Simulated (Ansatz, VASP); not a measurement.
**WS3: VASP beside Ansatz**

```
CELL_PARAMETERS angstrom
9.86888 0.00000 0.00000
-4.93444 8.54670 0.00000
0.00000 0.00000 2.94643
ATOMIC_POSITIONS crystal
W 0.33333 0.66667 0.21144
W 0.66667 0.33333 0.71144
S 0.54510 0.82178 0.76204
S 0.27668 0.45490 0.76204
S 0.17822 0.72332 0.76204
S 0.45490 0.17822 0.26204
S 0.72332 0.54510 0.26204
S 0.82178 0.27668 0.26204
```

Change from the starting cell: the structure that the rattled cell fell into.

Alike in both runs: functional PBE; k mesh 3 × 3 × 10; occupations gaussian, width 0.02 eV; no spin polarisation.

Ansatz relaxed the structure, and its values are those at the end. VASP's run is a single point on that final structure, the one shown.

|  | VASP | Ansatz |
| --- | --- | --- |
| version | VASP 6.6.1 | Ansatz 0.2.0 |
| potentials or method | VASP PAW PBE potentials, release 64 (W_sv, S), cutoff 520 eV | scalar-relativistic, plane waves, PAW |
| valence electrons in the cell | 64 | 64 |

|  | VASP | Ansatz | Ansatz less VASP |
| --- | --- | --- | --- |
| gap on the k mesh at the Fermi level (eV) | 0.84 | 0.82 | -0.017 |
| least direct gap on the mesh (eV) | 0.87 | 0.86 | -0.010 |
| pressure (GPa) | 0.0 | 0.0 | +0.05 |
| rms of the force components (eV/Å) | 0.004 | 0.001 | -0.0034 |

With one functional, cell and mesh, what is left measures potentials, basis and numerics.

Neither program's run includes spin-orbit coupling.
